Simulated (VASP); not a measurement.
# ScAl (Pm-3m) in VASP: notebook, part 2 of 2

VASP 6.6.1. The steps go on from the part before.

### Step 4. Single point, r2SCAN (19.69 Å³/atom)

This run uses another cell than the first one, of 19.69 Å³/atom.

The input, POSCAR:

```
ScAl
1.0
    3.4024546830      0.0000000000      0.0000000000
    0.0000000000      3.4024546830      0.0000000000
    0.0000000000      0.0000000000      3.4024546830
Sc Al
1 1
Direct
    0.5000000000      0.5000000000      0.5000000000
    0.0000000000      0.0000000000      0.0000000000
```

The input, INCAR.step1:

```
  ALGO = Normal
  EDIFF = 1E-4
  ENCUT = 520
  GGA = PE
  ISMEAR = 0
  LASPH = True
  LCHARG = False
  LREAL = False
  LWAVE = True
  NBANDS = 14
  NELM = 80
  PREC = Accurate
  SIGMA = 0.1
```

The input, INCAR.step2:

```
  ALGO = Normal
  EDIFF = 1E-6
  ENCUT = 520
  ISIF = 2
  ISMEAR = 0
  ISTART = 1
  LASPH = True
  LCHARG = False
  LMIXTAU = True
  LREAL = False
  LWAVE = False
  METAGGA = R2SCAN
  NBANDS = 14
  NELM = 80
  PREC = Accurate
  SIGMA = 0.1
```

The input, KPOINTS:

```
k-points
0
Gamma
  12 12 12
```

Potentials or basis: VASP PAW PBE potentials, release 64 (Sc_sv, Al).

Run with:

```sh
cat potpaw_PBE.64/Sc_sv/POTCAR potpaw_PBE.64/Al/POTCAR > POTCAR
cp INCAR.step1 INCAR
mpirun -np 1 vasp_std > vasp.out
cp INCAR.step2 INCAR
mpirun -np 1 vasp_std > vasp.out
```

OUTCAR:

```text
EDIFF = 1E-6
   ENCUT = 520
   ISIF = 2
   ISMEAR = 0
   ISTART = 1
   LASPH = True
   LREAL = False
   METAGGA = R2SCAN
   NELM = 80
   PREC = Accurate

 ion  position               nearest neighbor table
   1  0.500  0.500  0.500-   2 2.95   2 2.95   2 2.95   2 2.95   2 2.95   2 2.95   2 2.95   2 2.95

   2  0.000  0.000  0.000-   1 2.95   1 2.95   1 2.95   1 2.95   1 2.95   1 2.95   1 2.95   1 2.95

  LATTYP: Found a simple cubic cell.
 ALAT       =     3.4024546830

  Lattice vectors:

 A1 = (   3.4024546830,   0.0000000000,   0.0000000000)
 A2 = (   0.0000000000,   3.4024546830,   0.0000000000)
 A3 = (   0.0000000000,   0.0000000000,   3.4024546830)

Analysis of symmetry for initial positions (statically):
=====================================================================
 Subroutine PRICEL returns:
 Original cell was already a primitive cell.

 Routine SETGRP: Setting up the symmetry group for a
 simple cubic supercell.

 Subroutine GETGRP returns: Found 48 space group operations
 (whereof 48 operations were pure point group operations)
 out of a pool of 48 trial point group operations.

The static configuration has the point symmetry O_h .

Analysis of symmetry for dynamics (positions and initial velocities):
=====================================================================
 Subroutine PRICEL returns:
 Original cell was already a primitive cell.

 Routine SETGRP: Setting up the symmetry group for a
 simple cubic supercell.

 Subroutine GETGRP returns: Found 48 space group operations
 (whereof 48 operations were pure point group operations)
 out of a pool of 48 trial point group operations.

The dynamic configuration has the point symmetry O_h .

 Subroutine INISYM returns: Found 48 space group operations
 (whereof 48 operations are pure point group operations),
 and found     1 'primitive' translations

[... 120 lines left out ...]
   LHFCALC =     F    Hartree Fock is set to
   AEXX    =    0.0000 exact exchange contribution
   IVDW    =     0    specifies the selected vdW correction
   LEPSILON=     F    determine dielectric tensor
   LRPA    =     F    only Hartree local field effects (RPA)
 non-spin polarized calculation
 Gauss-broadening in eV      SIGMA  =   0.10
  energy-cutoff  :      520.00
  volume of cell :       39.39
 maximum number of plane-waves:      1080
 NGX is ok and might be reduce to    28
   NGX = 13   NGY = 13   NGZ = 13

 number of electron      13.9999998 magnetization

 Free energy of the ion-electron system (eV)
  ---------------------------------------------------
  ext. energy  EPLUGINS =         0.00000000
  ---------------------------------------------------
  free energy    TOTEN  =       -19.05496576 eV

  energy without entropy =      -19.05135397  energy(sigma->0) =      -19.05315987

 E-fermi :   5.9201     XC(G=0): -10.9075

 val. band max:        5.8827727586   @ k =   0.3333   0.0833   0.0000
 cond. band min:       5.9613879440   @ k =   0.5000   0.5000   0.4167
 fundamental gap:      0.0786151853
 Fermi energy:         5.9200591814

 k-point     1 :       0.0000    0.0000    0.0000
  band No.  band energies     occupation
      1     -45.7678      2.00000
      2     -23.3789      2.00000
      3     -23.3789      2.00000
      4     -23.3789      2.00000
      5      -3.0033      2.00000
      6       5.2672      2.00000
      7       5.2672      2.00000
      8       8.7873      0.00000
      9       8.7873      0.00000
     10       8.7873      0.00000
     11       9.6737      0.00000
     12       9.6737      0.00000
     13       9.6737      0.00000
     14      14.6363      0.00000
[... 377 lines left out ...]
      1     -45.7453      2.00000
      2     -23.5182      2.00000
      3     -23.4846      2.00000
      4     -23.3535      2.00000
      5       0.3304      2.00000
      6       2.9932      2.00000
      7       4.3322      2.00000
      8       6.1975      0.00009
      9       7.3982      0.00000
     10       7.8436      0.00000
     11       9.6551      0.00000
     12      10.9683      0.00000
     13      11.9130      0.00000
     14      13.5158      0.00000

 [... further k-points ...]

------------------------ aborting loop because EDIFF is reached ----------------------------------------

  FORCE on cell =-STRESS in cart. coord.  units (eV):
  Direction    XX          YY          ZZ          XY          YZ          ZX
  --------------------------------------------------------------------------------------
  -------------------------------------------------------------------------------------
  Total       -0.5132687     -0.5132687     -0.5132687     -0.0000000      0.0000000     -0.0000000
  in kB      -20.8774918    -20.8774918    -20.8774918     -0.0000000      0.0000000     -0.0000000
  external PRESSURE =     -20.8774918 kB  Pullay stress =       0.0000000 kB

 VOLUME and BASIS-vectors are now :
 -----------------------------------------------------------------------------
  energy-cutoff  :      520.00
  volume of cell :       39.39
      direct lattice vectors                 reciprocal lattice vectors
     3.402454683  0.000000000  0.000000000     0.293905457  0.000000000  0.000000000
     0.000000000  3.402454683  0.000000000     0.000000000  0.293905457  0.000000000
     0.000000000  0.000000000  3.402454683     0.000000000  0.000000000  0.293905457

 POSITION                                       TOTAL-FORCE (eV/Angst)
 -----------------------------------------------------------------------------------
      1.70123      1.70123      1.70123         0.000000      0.000000      0.000000
      0.00000      0.00000      0.00000         0.000000      0.000000      0.000000
 -----------------------------------------------------------------------------------
    total drift:                                0.000000      0.000000      0.000000

  FREE ENERGIE OF THE ION-ELECTRON SYSTEM (eV)
  ---------------------------------------------------
  free  energy   TOTEN  =       -19.0549657648 eV

  energy  without entropy=      -19.0513539686  energy(sigma->0) =      -19.05315987
```

OUTCAR.step1:

```text
EDIFF = 1E-4
   ENCUT = 520
   GGA = PE
   ISMEAR = 0
   LASPH = True
[... 630 lines left out ...]
 -----------------------------------------------------------------------------------
      1.70123      1.70123      1.70123         0.000000      0.000000      0.000000
      0.00000      0.00000      0.00000         0.000000      0.000000      0.000000
 -----------------------------------------------------------------------------------
    total drift:                                0.000000      0.000000      0.000000

  FREE ENERGIE OF THE ION-ELECTRON SYSTEM (eV)
  ---------------------------------------------------
  free  energy   TOTEN  =       -10.8870154583 eV

  energy  without entropy=      -10.8829392140  energy(sigma->0) =      -10.88497734
```

OSZICAR.step1:

```text
N       E                     dE             d eps       ncg     rms          rms(c)
DAV:   1     0.120405362690E+03    0.12041E+03   -0.66484E+03  2432   0.929E+02
DAV:   2    -0.885932495611E+01   -0.12926E+03   -0.12593E+03  2360   0.309E+02
DAV:   3    -0.119815247197E+02   -0.31222E+01   -0.30271E+01  3430   0.595E+01
DAV:   4    -0.120547723433E+02   -0.73248E-01   -0.73201E-01  2836   0.778E+00
DAV:   5    -0.120582811351E+02   -0.35088E-02   -0.35087E-02  3572   0.161E+00    0.705E+00
DAV:   6    -0.109357941077E+02    0.11225E+01   -0.19136E+00  3600   0.198E+01    0.192E+00
DAV:   7    -0.108996579741E+02    0.36136E-01   -0.99371E-02  3864   0.285E+00    0.894E-01
DAV:   8    -0.108877197134E+02    0.11938E-01   -0.16201E-02  3364   0.142E+00    0.235E-01
DAV:   9    -0.108870676150E+02    0.65210E-03   -0.25105E-03  3580   0.816E-01    0.112E-01
DAV:  10    -0.108870154583E+02    0.52157E-04   -0.45072E-04  3490   0.310E-01
   1 F= -.10887015E+02 E0= -.10884977E+02  d E =-.407624E-02
```

It took 54 s on 1 thread of Intel Xeon 6975P-C (Granite Rapids), shared host; peak memory 0.19 GiB.

Results:

```
Free energy            : -19.0550 eV
Pressure               : -2.1 GPa
Band gap on the k mesh : zero (bands 7 and 8 overlap by 1.26 eV)
```

Levels at points of the mesh, in eV from the Fermi level:
```csv
k point,band 4,band 5,band 6,band 7,band 8,band 9,band 10,band 11
"(0.00, 0.00, 0.00)",-29.30,-8.92,-0.65,-0.65,2.87,2.87,2.87,3.75
"(0.50, 0.00, 0.00)",-29.28,-6.06,-4.85,0.35,0.87,0.87,3.10,3.92
"(0.50, 0.50, 0.00)",-29.27,-4.90,-2.15,-2.15,-0.85,1.67,1.67,3.80
"(0.50, 0.50, 0.50)",-29.42,-2.67,-2.67,-2.67,-0.44,2.82,2.82,2.82
```

Caveat: the PAW data sets were made with another functional, which shifts forces and pressure a little.

### Step 5. Single point, r2SCAN (20.27 Å³/atom)

This run uses another cell than the first one, of 20.27 Å³/atom.

The input, POSCAR:

```
ScAl
1.0
    3.4351726005      0.0000000000      0.0000000000
    0.0000000000      3.4351726005      0.0000000000
    0.0000000000      0.0000000000      3.4351726005
Sc Al
1 1
Direct
    0.5000000000      0.5000000000      0.5000000000
    0.0000000000      0.0000000000      0.0000000000
```

The input, INCAR.step1:

```
ALGO = Normal
EDIFF = 1E-4
ENCUT = 520
GGA = PE
ISMEAR = 0
LASPH = T
LCHARG = F
LREAL = F
LWAVE = T
NBANDS = 14
NELM = 80
PREC = Accurate
SIGMA = 0.1
```

The input, INCAR.step2:

```
ALGO = Normal
EDIFF = 1E-7
ENCUT = 520
ISIF = 2
ISMEAR = 0
ISTART = 1
LASPH = T
LCHARG = F
LMIXTAU = T
LREAL = F
LWAVE = F
METAGGA = R2SCAN
NBANDS = 14
NELM = 80
PREC = Accurate
SIGMA = 0.1
```

KPOINTS is that of step 4.

Run with:

```sh
cat potpaw_PBE.64/Sc_sv/POTCAR potpaw_PBE.64/Al/POTCAR > POTCAR
cp INCAR.step1 INCAR
mpirun -np 1 vasp_std > vasp.out
cp INCAR.step2 INCAR
mpirun -np 1 vasp_std > vasp.out
```

It took 63 s on 1 thread of Intel Xeon 6975P-C (Granite Rapids), shared host; peak memory 0.19 GiB.

Results (log left out):

```
Free energy            : -19.0332 eV
Pressure               : -4.0 GPa
Band gap on the k mesh : zero (bands 7 and 8 overlap by 1.25 eV)
```

Levels at points of the mesh, in eV from the Fermi level:
| k point | band 4 | band 5 | band 6 | band 7 | band 8 | band 9 | band 10 | band 11 |
| --- | --- | --- | --- | --- | --- | --- | --- | --- |
| (0.00, 0.00, 0.00) | -29.39 | -8.81 | -0.61 | -0.61 | 2.78 | 2.78 | 2.78 | 3.64 |
| (0.50, 0.00, 0.00) | -29.38 | -6.02 | -4.77 | 0.35 | 0.85 | 0.85 | 3.00 | 3.78 |
| (0.50, 0.50, 0.00) | -29.36 | -4.84 | -2.14 | -2.14 | -0.84 | 1.63 | 1.63 | 3.67 |
| (0.50, 0.50, 0.50) | -29.50 | -2.60 | -2.60 | -2.60 | -0.57 | 2.74 | 2.74 | 2.74 |

Caveat: the cell stands under tension; the PAW data sets were made with another functional, which shifts forces and pressure a little.

### Step 6. Single point, r2SCAN (21.03 Å³/atom)

This run uses another cell than the first one, of 21.03 Å³/atom.

The input, POSCAR:

```
ScAl
1.0
    3.4778499158      0.0000000000      0.0000000000
    0.0000000000      3.4778499158      0.0000000000
    0.0000000000      0.0000000000      3.4778499158
Sc Al
1 1
Direct
    0.5000000000      0.5000000000      0.5000000000
    0.0000000000      0.0000000000      0.0000000000
```

The input, INCAR.step1:

```
SYSTEM = ScAl
PREC = Accurate
ENCUT = 520
ISMEAR = 0
SIGMA = 0.1
LREAL = .FALSE.
LASPH = .TRUE.
NELM = 60
NBANDS = 14
GGA = PE
ALGO = Normal
EDIFF = 1E-4
LWAVE = .TRUE.
LCHARG = .FALSE.
```

The input, INCAR.step2:

```
SYSTEM = ScAl
PREC = Accurate
ENCUT = 520
EDIFF = 1E-7
ISMEAR = 0
SIGMA = 0.1
LREAL = .FALSE.
LASPH = .TRUE.
NELM = 60
ALGO = Normal
ISIF = 2
LWAVE = .FALSE.
LCHARG = .FALSE.
METAGGA = R2SCAN
LMIXTAU = .TRUE.
NBANDS = 14
ISTART = 1
```

The input, KPOINTS:

```
regular mesh
0
G
  12 12 12
  0 0 0
```

Potentials or basis: VASP PAW PBE potentials, release 64 (Sc_sv, Al).

Run with:

```sh
cat potpaw_PBE.64/Sc_sv/POTCAR potpaw_PBE.64/Al/POTCAR > POTCAR
cp INCAR.step1 INCAR
mpirun -np 1 vasp_std > vasp.out
cp INCAR.step2 INCAR
mpirun -np 1 vasp_std > vasp.out
```

OUTCAR:

```text
SYSTEM = ScAl
   PREC = Accurate
   ENCUT = 520
   EDIFF = 1E-7
   ISMEAR = 0
   LREAL = .FALSE.
   LASPH = .TRUE.
   NELM = 60
   ISIF = 2
   METAGGA = R2SCAN
   ISTART = 1

 ion  position               nearest neighbor table
   1  0.500  0.500  0.500-   2 3.01   2 3.01   2 3.01   2 3.01   2 3.01   2 3.01   2 3.01   2 3.01

   2  0.000  0.000  0.000-   1 3.01   1 3.01   1 3.01   1 3.01   1 3.01   1 3.01   1 3.01   1 3.01

  LATTYP: Found a simple cubic cell.
 ALAT       =     3.4778499158

  Lattice vectors:

 A1 = (   3.4778499158,   0.0000000000,   0.0000000000)
 A2 = (   0.0000000000,   3.4778499158,   0.0000000000)
 A3 = (   0.0000000000,   0.0000000000,   3.4778499158)

Analysis of symmetry for initial positions (statically):
=====================================================================
 Subroutine PRICEL returns:
 Original cell was already a primitive cell.

 Routine SETGRP: Setting up the symmetry group for a
 simple cubic supercell.

 Subroutine GETGRP returns: Found 48 space group operations
 (whereof 48 operations were pure point group operations)
 out of a pool of 48 trial point group operations.

The static configuration has the point symmetry O_h .

Analysis of symmetry for dynamics (positions and initial velocities):
=====================================================================
 Subroutine PRICEL returns:
 Original cell was already a primitive cell.

 Routine SETGRP: Setting up the symmetry group for a
 simple cubic supercell.

 Subroutine GETGRP returns: Found 48 space group operations
 (whereof 48 operations were pure point group operations)
 out of a pool of 48 trial point group operations.

The dynamic configuration has the point symmetry O_h .

 Subroutine INISYM returns: Found 48 space group operations
 (whereof 48 operations are pure point group operations),
 and found     1 'primitive' translations

----------------------------------------------------------------------------------------

                                     Primitive cell

  volume of cell :      42.0661

[... 119 lines left out ...]
 non-spin polarized calculation
 Gauss-broadening in eV      SIGMA  =   0.10
  energy-cutoff  :      520.00
  volume of cell :       42.07
 maximum number of plane-waves:      1149
 NGX is ok and might be reduce to    28
   NGX = 13   NGY = 13   NGZ = 13

 number of electron      14.0000000 magnetization

 Free energy of the ion-electron system (eV)
  ---------------------------------------------------
  ext. energy  EPLUGINS =         0.00000000
  ---------------------------------------------------
  free energy    TOTEN  =       -18.98391128 eV

  energy without entropy =      -18.97975657  energy(sigma->0) =      -18.98183392

 E-fermi :   5.4299     XC(G=0): -10.6335

 val. band max:        5.4287637514   @ k =   0.3333   0.0833   0.0000
 cond. band min:       5.4651612470   @ k =   0.2500   0.2500   0.2500
 fundamental gap:      0.0363974957
 Fermi energy:         5.4298535064

 k-point     1 :       0.0000    0.0000    0.0000
  band No.  band energies     occupation
      1     -46.4702      2.00000
      2     -24.0788      2.00000
      3     -24.0788      2.00000
      4     -24.0788      2.00000
      5      -3.2339      2.00000
      6       4.8745      2.00000
      7       4.8745      2.00000
      8       8.0894      0.00000
      9       8.0894      0.00000
     10       8.0894      0.00000
     11       8.9158      0.00000
     12       8.9158      0.00000
     13       8.9158      0.00000
     14      13.7728      0.00000
[... 377 lines left out ...]
      1     -46.4536      2.00000
      2     -24.1877      2.00000
      3     -24.1616      2.00000
      4     -24.0592      2.00000
      5      -0.0460      2.00000
      6       2.5799      2.00000
      7       3.8764      2.00000
      8       5.6910      0.00022
      9       6.8228      0.00000
     10       7.2403      0.00000
     11       8.8775      0.00000
     12      10.0352      0.00000
     13      10.9837      0.00000
     14      12.5425      0.00000

 [... further k-points ...]

------------------------ aborting loop because EDIFF is reached ----------------------------------------

  FORCE on cell =-STRESS in cart. coord.  units (eV):
  Direction    XX          YY          ZZ          XY          YZ          ZX
  --------------------------------------------------------------------------------------
  -------------------------------------------------------------------------------------
  Total       -1.6458645     -1.6458645     -1.6458645      0.0000000      0.0000000     -0.0000000
  in kB      -62.6862315    -62.6862315    -62.6862315      0.0000000      0.0000000     -0.0000000
  external PRESSURE =     -62.6862315 kB  Pullay stress =       0.0000000 kB

 VOLUME and BASIS-vectors are now :
 -----------------------------------------------------------------------------
  energy-cutoff  :      520.00
  volume of cell :       42.07
      direct lattice vectors                 reciprocal lattice vectors
     3.477849916  0.000000000  0.000000000     0.287533972  0.000000000  0.000000000
     0.000000000  3.477849916  0.000000000     0.000000000  0.287533972  0.000000000
     0.000000000  0.000000000  3.477849916     0.000000000  0.000000000  0.287533972

 POSITION                                       TOTAL-FORCE (eV/Angst)
 -----------------------------------------------------------------------------------
      1.73892      1.73892      1.73892         0.000000      0.000000      0.000000
      0.00000      0.00000      0.00000         0.000000      0.000000      0.000000
 -----------------------------------------------------------------------------------
    total drift:                                0.000000      0.000000      0.000000

  FREE ENERGIE OF THE ION-ELECTRON SYSTEM (eV)
  ---------------------------------------------------
  free  energy   TOTEN  =       -18.9839112833 eV

  energy  without entropy=      -18.9797565658  energy(sigma->0) =      -18.98183392
```

It took 74 s on 1 thread of Intel Xeon 6975P-C (Granite Rapids), shared host; peak memory 0.19 GiB.

Results:

* Free energy: -18.9839 eV
* Pressure: -6.3 GPa
* Band gap on the k mesh: zero (bands 7 and 8 overlap by 1.24 eV)

Caveat: the cell stands under tension; the PAW data sets were made with another functional, which shifts forces and pressure a little.

### Step 7. The runs side by side

| cell | gap on the mesh (eV) | pressure (GPa) |
| --- | --- | --- |
| a = 3.300 Å, 2 atoms | none | 6.0 |
| a = 3.335 Å, 2 atoms | none | 2.9 |
| a = 3.402 Å, 2 atoms | none | -2.1 |
| a = 3.435 Å, 2 atoms | none | -4.0 |
| a = 3.478 Å, 2 atoms | none | -6.3 |

Alike in all rows: task single point; level r2SCAN; potentials or basis VASP PAW PBE potentials, release 64 (Sc_sv, Al); no spin polarisation; k mesh 12 × 12 × 12; cutoff (eV) 520; smearing gaussian 0.1 eV.

Caveats: the PAW data sets were made with another functional, which shifts forces and pressure a little; the cell stands under tension (at least some runs); the cell stands under pressure (at least some runs).

Total energies depend on the potentials used, so only differences within one code and one set of settings carry meaning.
